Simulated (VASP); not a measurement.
# Si4HC4 in VASP: a series of runs

Si4HC4 is run at these levels: PBE; tasks: single point.

Everything below comes from runs of VASP 6.6.1. Logs are shortened: lines on timing, memory, paths and dates and some standing lists are left out, and cuts for length are marked.

### Step 1. The cell of the first run

The cell holds a slab with vacuum, 9 atoms: a = 3.092 Å, b = 5.074 Å, c = 18.969 Å, α = 90.00°, β = 90.00°, γ = 90.00°.

### Step 2. Single point, PBE, collinear spin, ferromagnetic start

INCAR

```
SYSTEM = Si4HC4
PREC = Accurate ; ENCUT = 520
EDIFF = 1E-6 ; ISMEAR = 0
SIGMA = 0.05 ; LREAL = .FALSE.
LASPH = .TRUE. ; NELM = 150
ALGO = Normal ; ISIF = 2
LWAVE = .FALSE. ; LCHARG = .FALSE.
ISPIN = 2 ; MAGMOM = 0 0 0 0 0 0 0 0 1
LORBIT = 11 ; LDIPOL = .TRUE.
IDIPOL = 3 ; DIPOL = 0.5 0.5 0.323
GGA = PE ; NBANDS = 30
```

KPOINTS

```
Automatic mesh
0
G
  9 5 1
  0 0 0
```

POSCAR

```
Si4HC4
1.0
    3.0920147307      0.0000000000      0.0000000000
    0.0000000000      5.0738209340      0.0000000000
    0.0000000000      0.0000000000     18.9686857191
Si C H
4 4 1
Direct
    0.0000000000      0.9954360513      0.2108738612
    0.5000000000      0.4954360513      0.2579297186
    0.5000000000      0.9936728499      0.3565277206
    0.0000000000      0.4650509319      0.3853429995
    0.0000000000      0.6195639487      0.2108738612
    0.5000000000      0.1195639487      0.2579297186
    0.5000000000      0.6250367811      0.3569005390
    0.0000000000      0.1238202602      0.3937376490
    0.5000000000      0.6238202602      0.4770743188
```

Potentials or basis: VASP PAW PBE potentials, release 64 (Si, C, H).

Command:

```
$ cat potpaw_PBE.64/Si/POTCAR potpaw_PBE.64/C/POTCAR potpaw_PBE.64/H/POTCAR > POTCAR
$ mpirun -np 1 vasp_std > vasp.out
```

OUTCAR:

```text
SYSTEM = Si4HC4
   PREC = Accurate
   ENCUT = 520
   EDIFF = 1E-6
   ISMEAR = 0
   LREAL = .FALSE.
   LASPH = .TRUE.
   NELM = 150
   ISIF = 2
   ISPIN = 2
   LORBIT = 11
   GGA = PE

 ion  position               nearest neighbor table
   1  0.000  0.995  0.211-   6 1.89   6 1.89   5 1.91   2 3.10   2 3.10   2 3.10   2 3.10
   2  0.500  0.495  0.258-   5 1.89   5 1.89   6 1.91   7 1.99   4 2.87   4 2.87   1 3.10   1 3.10
                             1 3.10   1 3.10   3 3.14
   3  0.500  0.994  0.357-   8 1.82   8 1.82   7 1.87   6 1.98   4 2.90   4 2.90   4 3.14   4 3.14
                             2 3.14
   4  0.000  0.465  0.385-   8 1.74   7 1.83   7 1.83   2 2.87   2 2.87   3 2.90   3 2.90   3 3.14
                             3 3.14
   5  0.000  0.620  0.211-   2 1.89   2 1.89   1 1.91
   6  0.500  0.120  0.258-   1 1.89   1 1.89   2 1.91   3 1.98
   7  0.500  0.625  0.357-   4 1.83   4 1.83   3 1.87   2 1.99
   8  0.000  0.124  0.394-   4 1.74   3 1.82   3 1.82
   9  0.500  0.624  0.477-

  LATTYP: Found a simple orthorhombic cell.
 ALAT       =     3.0920147307
 B/A-ratio  =     1.6409433253
 C/A-ratio  =     6.1347332957

  Lattice vectors:

 A1 = (   3.0920147307,   0.0000000000,   0.0000000000)
 A2 = (   0.0000000000,   5.0738209340,   0.0000000000)
 A3 = (   0.0000000000,   0.0000000000,  18.9686857191)

Analysis of symmetry for initial positions (statically):
=====================================================================
 Subroutine PRICEL returns:
 Original cell was already a primitive cell.

 Routine SETGRP: Setting up the symmetry group for a
 simple orthorhombic supercell.

 Subroutine GETGRP returns: Found  2 space group operations
 (whereof  2 operations were pure point group operations)
 out of a pool of  8 trial point group operations.

The static configuration has the point symmetry C_1h.

Analysis of symmetry for dynamics (positions and initial velocities):
=====================================================================
 Subroutine PRICEL returns:
 Original cell was already a primitive cell.

 Routine SETGRP: Setting up the symmetry group for a
 simple orthorhombic supercell.

 Subroutine GETGRP returns: Found  2 space group operations
 (whereof  2 operations were pure point group operations)
 out of a pool of  8 trial point group operations.

The dynamic configuration has the point symmetry C_1h.

Analysis of structural, dynamic, and magnetic symmetry:
=====================================================================
 Subroutine PRICEL returns:
 Original cell was already a primitive cell.

 Routine SETGRP: Setting up the symmetry group for a
 simple orthorhombic supercell.

 Subroutine GETGRP returns: Found  2 space group operations
 (whereof  2 operations were pure point group operations)
 out of a pool of  8 trial point group operations.

The overall configuration has the point symmetry C_1h.

 Subroutine INISYM returns: Found  2 space group operations
 (whereof  2 operations are pure point group operations),
 and found     1 'primitive' translations

----------------------------------------------------------------------------------------

                                     Primitive cell

  volume of cell :     297.5870

  direct lattice vectors                    reciprocal lattice vectors
     3.092014731  0.000000000  0.000000000     0.323413724  0.000000000  0.000000000
     0.000000000  5.073820934  0.000000000     0.000000000  0.197090125  0.000000000
     0.000000000  0.000000000 18.968685719     0.000000000  0.000000000  0.052718465

  length of vectors
     3.092014731  5.073820934 18.968685719     0.323413724  0.197090125  0.052718465

  position of ions in fractional coordinates (direct lattice)
     0.000000000  0.995436051  0.210873861
     0.500000000  0.495436051  0.257929719
     0.500000000  0.993672850  0.356527721
     0.000000000  0.465050932  0.385342999
     0.000000000  0.619563949  0.210873861
     0.500000000  0.119563949  0.257929719
     0.500000000  0.625036781  0.356900539
     0.000000000  0.123820260  0.393737649
     0.500000000  0.623820260  0.477074319

  ion indices of the primitive-cell ions
   primitive index   ion index
                 1           1
                 2           2
                 3           3
                 4           4
                 5           5
                 6           6
                 7           7
                 8           8
                 9           9

----------------------------------------------------------------------------------------

 KPOINTS: Automatic mesh

Automatic generation of k-mesh.
 Grid dimensions read from file:
 generate k-points for:    9    5    1

 Generating k-lattice:

  Cartesian coordinates                     Fractional coordinates (reciprocal lattice)
     0.035934858  0.000000000  0.000000000     0.111111111  0.000000000  0.000000000
     0.000000000  0.039418025  0.000000000     0.000000000  0.200000000  0.000000000
     0.000000000  0.000000000  0.052718465     0.000000000  0.000000000  1.000000000

  Length of vectors
     0.035934858  0.039418025  0.052718465

  Shift w.r.t. Gamma in fractional coordinates (k-lattice)
     0.000000000  0.000000000  0.000000000

 Subroutine IBZKPT returns following result:
 ===========================================

 Found     15 irreducible k-points:

 Following reciprocal coordinates:
            Coordinates               Weight
  0.000000  0.000000  0.000000      1.000000
  0.111111  0.000000  0.000000      2.000000
  0.222222  0.000000  0.000000      2.000000
  0.333333  0.000000  0.000000      2.000000
  0.444444  0.000000  0.000000      2.000000
  0.000000  0.200000  0.000000      2.000000
  0.111111  0.200000  0.000000      4.000000
  0.222222  0.200000  0.000000      4.000000
  0.333333  0.200000  0.000000      4.000000
  0.444444  0.200000  0.000000      4.000000
  0.000000  0.400000  0.000000      2.000000
  0.111111  0.400000  0.000000      4.000000
  0.222222  0.400000  0.000000      4.000000
  0.333333  0.400000  0.000000      4.000000
  0.444444  0.400000  0.000000      4.000000
   k-points           NKPTS =     15   k-points in BZ     NKDIM =     15   number of bands    NBANDS=     30
   number of dos      NEDOS =    301   number of ions     NIONS =      9
   total plane-waves  NPLWV = 138240
   dimension x,y,z NGX =    24 NGY =   40 NGZ =  144
   dimension x,y,z NGXF=    48 NGYF=   80 NGZF=  288
   ions per type =               4   4   1
   NGX,Y,Z   is equivalent  to a cutoff of  12.90, 13.11, 12.62 a.u.
   NGXF,Y,Z  is equivalent  to a cutoff of  25.81, 26.21, 25.24 a.u.
 SYSTEM =  Si4HC4
   PREC   = accura    normal or accurate (medium, high low for compatibility)
   ISTART =      0    job   : 0-new  1-cont  2-samecut
   ICHARG =      2    charge: 1-file 2-atom 10-const
   ISPIN  =      2    spin polarized calculation?
   LNONCOLLINEAR =      F non collinear calculations
   LSORBIT =      F    spin-orbit coupling
   LASPH  =      T    aspherical Exc in radial PAW
   ENCUT  =  520.0 eV  38.22 Ry    6.18 a.u.   5.75  9.43 35.27*2*pi/ulx,y,z
   NELM   =    150;   NELMIN=  2; NELMDL= -5     # of ELM steps
   EDIFF  = 0.1E-05   stopping-criterion for ELM
   LREAL  =      F    real-space projection
   EDIFFG = 0.1E-04   stopping-criterion for IOM
   NSW    =      0    number of steps for IOM
   IBRION =     -1    ionic relax: 0-MD 1-quasi-New 2-CG
   NFREE  =      0    steps in history (QN), initial steepest desc. (CG)
   ISIF   =      2    stress and relaxation
   ISYM   =      2    0-nonsym 1-usesym 2-fastsym
   POTIM  = 0.5000    time-step for ionic-motion
   TEBEG  =    0.0;   TEEND  =   0.0 temperature during run
   PSTRESS=    0.0 pullay stress
   NELECT =      33.0000    total number of electrons
   NUPDOWN=      -1.0000    fix difference up-down
   EMIN   =  10.00;   EMAX   =-10.00  energy-range for DOS
   EFERMI =   0.00;   METHOD = LEGACY
   ISMEAR =     0;   SIGMA  =   0.05  broadening in eV -4-tet -1-fermi 0-gaus
   EFERMI_NEDOS =   21; number of points for ismear=-14 and -15
   IALGO  =     38    algorithm
   IMIX   =      4    mixing-type and parameters
     AMIX     =   0.40;   BMIX     =  1.00
     AMIX_MAG =   1.60;   BMIX_MAG =  1.00
  volume/ion in A,a.u.               =      33.07       223.14
  Fermi-wavevector in a.u.,A,eV,Ry     =   0.786517  1.486302  8.416688  0.618609
  Thomas-Fermi vector in A             =   1.891072
   LORBIT       =     11    0 simple, 1 ext, 2 COOP (PROOUT), +10 PAW based schemes
   GGA     = PE    functional components
   LHFCALC =     F    Hartree Fock is set to
   AEXX    =    0.0000 exact exchange contribution
   IVDW    =     0    specifies the selected vdW correction
   LEPSILON=     F    determine dielectric tensor
   LRPA    =     F    only Hartree local field effects (RPA)
 spin polarized calculation
 Gauss-broadening in eV      SIGMA  =   0.05
  energy-cutoff  :      520.00
  volume of cell :      297.59
 maximum number of plane-waves:      8052
 NGX is ok and might be reduce to    24
   NGX = 11   NGY = 19   NGZ = 71

 dipolmoment           0.000000      0.000000     -0.004518 electrons x Angstroem

 number of electron      32.9999998 magnetization       0.9999217

 dipolmoment           0.000000      0.000000      0.048521 electrons x Angstroem

 Free energy of the ion-electron system (eV)
  ---------------------------------------------------
  ext. energy  EPLUGINS =         0.00000000
  ---------------------------------------------------
  free energy    TOTEN  =       -56.32086296 eV

  energy without entropy =      -56.32040027  energy(sigma->0) =      -56.32063162

 E-fermi :  -1.3226     XC(G=0):  -4.2559

 val. band max:       -1.3709807436   @ k =   0.1111   0.0000   0.0000
 cond. band min:      -1.2883172697   @ k =   0.0000   0.0000   0.0000
 fundamental gap:      0.0826634740
 Fermi energy:        -1.3225703311

 spin component 1

 k-point     1 :       0.0000    0.0000    0.0000
  band No.  band energies     occupation
      1     -16.7706      1.00000
      2     -14.7877      1.00000
      3     -13.2290      1.00000
      4     -11.6461      1.00000
      5     -10.0348      1.00000
      6      -9.2515      1.00000
[... 454 lines left out ...]
     27       5.9830      0.00000
     28       6.4394      0.00000
 Fermi energy:        -1.3225703311

 spin component 2

 k-point     1 :       0.0000    0.0000    0.0000
  band No.  band energies     occupation
      1     -16.7128      1.00000
      2     -14.7421      1.00000
      3     -13.1554      1.00000
      4     -11.6030      1.00000
      5     -10.0129      1.00000
      6      -9.1352      1.00000
[... 454 lines left out ...]
     27       6.1966      0.00000
     28       6.5771      0.00000
 [bands above 28 left out]

------------------------ aborting loop because EDIFF is reached ----------------------------------------

 vacuum level on the upper side and lower side of the slab       (xc-potential included)         0.268        -0.273

  FORCE on cell =-STRESS in cart. coord.  units (eV):
  Direction    XX          YY          ZZ          XY          YZ          ZX
  --------------------------------------------------------------------------------------
  -------------------------------------------------------------------------------------
  Total        1.8139284     -0.7193064     -2.5693488      0.0000000      0.3639733      0.0000000
  in kB        9.7660017     -3.8726708    -13.8331062      0.0000000      1.9595946      0.0000000
  external PRESSURE =      -2.6465918 kB  Pullay stress =       0.0000000 kB

 VOLUME and BASIS-vectors are now :
 -----------------------------------------------------------------------------
  energy-cutoff  :      520.00
  volume of cell :      297.59
      direct lattice vectors                 reciprocal lattice vectors
     3.092014731  0.000000000  0.000000000     0.323413724  0.000000000  0.000000000
     0.000000000  5.073820934  0.000000000     0.000000000  0.197090125  0.000000000
     0.000000000  0.000000000 18.968685719     0.000000000  0.000000000  0.052718465

 POSITION                                       TOTAL-FORCE (eV/Angst)
 -----------------------------------------------------------------------------------
      0.00000      5.05066      4.00000         0.000000     -2.148813      2.134344
      1.54601      2.51375      4.89259         0.000000      0.720893     -2.602343
      1.54601      5.04172      6.76286         0.000000     -0.053547      0.133714
      0.00000      2.35959      7.30945         0.000000      0.330718      1.026431
      0.00000      3.14356      4.00000         0.000000      1.224812      1.416320
      1.54601      0.60665      4.89259         0.000000      0.229319     -1.060654
      1.54601      3.17132      6.76993         0.000000      0.049943     -0.844928
      0.00000      0.62824      7.46869         0.000000     -0.135944     -0.211203
      1.54601      3.16515      9.04947         0.000000     -0.217379      0.008320
 -----------------------------------------------------------------------------------
    total drift:                                0.000000     -0.000096      0.000030

  FREE ENERGIE OF THE ION-ELECTRON SYSTEM (eV)
  ---------------------------------------------------
  free  energy   TOTEN  =       -56.3208629603 eV

  energy  without entropy=      -56.3204002749  energy(sigma->0) =      -56.32063162

 vacuum level on the upper side and lower side of the slab         4.242         3.683

 total charge

# of ion       s       p       d       tot
------------------------------------------
    1        0.749   0.865   0.000   1.614
    2        0.712   0.923   0.000   1.635
    3        0.711   0.965   0.000   1.676
    4        0.744   0.969   0.000   1.713
    5        0.854   1.533   0.000   2.387
    6        0.854   1.627   0.000   2.481
    7        0.858   1.688   0.000   2.546
    8        0.862   1.667   0.000   2.529
    9        0.394   0.003   0.000   0.397
--------------------------------------------------
tot          6.737  10.239   0.000  16.976

 magnetization (x)

# of ion       s       p       d       tot
------------------------------------------
    1        0.005   0.026   0.000   0.031
    2        0.001   0.014   0.000   0.015
    3        0.000   0.001   0.000   0.002
    4       -0.002  -0.016   0.000  -0.018
    5       -0.000   0.015   0.000   0.015
    6        0.004   0.005   0.000   0.009
    7        0.009   0.058   0.000   0.068
    8        0.004   0.033   0.000   0.037
    9        0.295   0.000   0.000   0.295
--------------------------------------------------
tot          0.316   0.136   0.000   0.453
```

Wall time 3 min (1 thread of Intel Xeon 6975P-C (Granite Rapids), shared host); peak memory 0.57 GiB.

Results:

| Quantity | Value |
| --- | --- |
| Free energy | -56.3209 eV |
| Largest force | 3.029 eV/Å |
| Band gap on the k mesh | 0.08 eV, indirect (least direct gap 0.16 eV) |
| Net moment | 1.00 μB per cell |
| Site moments | Si +0.03, +0.01, +0.00, -0.02; C +0.01, +0.07, +0.04; H +0.29 μB |
| Valence electrons inside the program's atomic spheres | Si 1.61, 1.64, 1.68, 1.71; C 2.39, 2.48, 2.55, 2.53; H 0.40 |

Forces in eV/Å, atoms in the order of the input:
```
Si   0.000 -2.149  2.134
Si   0.000  0.721 -2.602
Si   0.000 -0.054  0.134
Si   0.000  0.331  1.026
C    0.000  1.225  1.416
C    0.000  0.229 -1.061
C    0.000  0.050 -0.845
C    0.000 -0.136 -0.211
H    0.000 -0.217  0.008
```

### Step 3. Single point, PBE, collinear spin, ferromagnetic start

INCAR

```
PREC = Accurate ; ENCUT = 520
EDIFF = 1E-7 ; ISMEAR = 0
SIGMA = 0.05 ; LREAL = F
LASPH = T ; NELM = 150
ALGO = Normal ; ISIF = 2
LWAVE = F ; LCHARG = T
ISPIN = 2 ; MAGMOM = 0 0 0 0 0 0 0 0 1
LORBIT = 11 ; LDIPOL = T
IDIPOL = 3 ; DIPOL = 0.5 0.5 0.321
GGA = PE ; LELF = T
LVHAR = T ; LVACPOTAV = T
NBANDS = 30
```

KPOINTS

```
regular mesh
0
Gamma
  9 5 1
```

Changes to POSCAR since step 2:

```diff
@@ -16,2 +16,2 @@
     0.0000000000      0.1238202602      0.3937376490
-    0.5000000000      0.6238202602      0.4770743188
+    0.5000000000      0.9571535936      0.4598077294
```

Potentials or basis: VASP PAW PBE potentials, release 64 (Si, C, H).

Command:

```
$ cat potpaw_PBE.64/Si/POTCAR potpaw_PBE.64/C/POTCAR potpaw_PBE.64/H/POTCAR > POTCAR
$ mpirun -np 1 vasp_std > vasp.out
```

Run time: 3.5 min. Hardware: 1 thread of Intel Xeon 6975P-C (Granite Rapids), shared host; peak memory 0.57 GiB.

It converged, with:

- Free energy: -56.2896 eV
- Largest force: 2.810 eV/Å
- Net moment: 0.63 μB per cell
- Site moments: Si -0.03, +0.01, +0.00, +0.03; C +0.01, +0.03; H +0.21 μB
- Valence electrons inside the program's atomic spheres: Si 1.62, 1.63, 1.67, 1.73; C 2.39, 2.48, 2.54, 2.52; H 0.42

Forces on the atoms (eV/Å):
```
Si   0.000 -2.051  1.883
Si   0.000  0.595 -2.747
Si   0.000 -0.387 -0.137
Si   0.000  0.832  0.081
C    0.000  1.131  1.523
C    0.000  0.315 -0.634
C    0.000 -0.275 -0.045
C    0.000 -0.383  0.177
H    0.000  0.222 -0.101
```

Levels at points of the mesh, in eV from the Fermi level:
Spin up:
```
           k point  band 13  band 14  band 15  band 16  band 17  band 18  band 19  band 20  band 21  band 22
(0.00, 0.00, 0.00)    -2.46    -1.94    -0.86    -0.70     0.16     0.77     1.83     2.55     3.62     4.25
```
Spin down:
```
           k point  band 14  band 15  band 16  band 17  band 18  band 19
(0.00, 0.00, 0.00)    -1.88    -0.77    -0.69     0.41     1.32     2.01
```

(Continued in part 2 of 2.)
